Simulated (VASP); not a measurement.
Input of a VASP 6.6.1 run:

POSCAR

```
Ag
1.0
    0.0000000000      2.0413731221      2.0413731221
    2.0413731221      0.0000000000      2.0413731221
    2.0413731221      2.0413731221      0.0000000000
Ag
1
Direct
    0.0000000000      0.0000000000      0.0000000000
```

INCAR.step1

```
PREC = Accurate
ENCUT = 520
ISMEAR = -1
SIGMA = 0.1
LREAL = False
LASPH = True
NELM = 100
NBANDS = 12
GGA = PE
ALGO = Normal
EDIFF = 1E-4
LWAVE = True
LCHARG = False
```

File INCAR.step2:

```
PREC = Accurate
ENCUT = 520
EDIFF = 1E-7
ISMEAR = -1
SIGMA = 0.1
LREAL = False
LASPH = True
NELM = 100
ALGO = Normal
ISIF = 2
LWAVE = False
LCHARG = True
METAGGA = R2SCAN
LMIXTAU = True
IVDW = 13
VDW_S6 = 1.0
VDW_S8 = 0.6018749
VDW_A1 = 0.51559235
VDW_A2 = 5.77342911
LELF = True
LVHAR = True
NBANDS = 12
ISTART = 1
```

KPOINTS

```
regular mesh
0
Gamma
  13 13 13
```

Potentials or basis: VASP PAW PBE potentials, release 64 (Ag).

Command:

```console
$ cat potpaw_PBE.64/Ag/POTCAR > POTCAR
$ cp INCAR.step1 INCAR
$ mpirun -np 1 vasp_std > vasp.out
$ cp INCAR.step2 INCAR
$ mpirun -np 1 vasp_std > vasp.out
```

Task: Estimate the pressure.

Result: 0.1 GPa.

Task: What does it give for the dispersion energy per atom?

Result: -0.197 eV.

Caveat: the PAW data sets were made with another functional, which shifts forces and pressure a little; pairwise dispersion overbinds metals, which lowers pressure and volume.
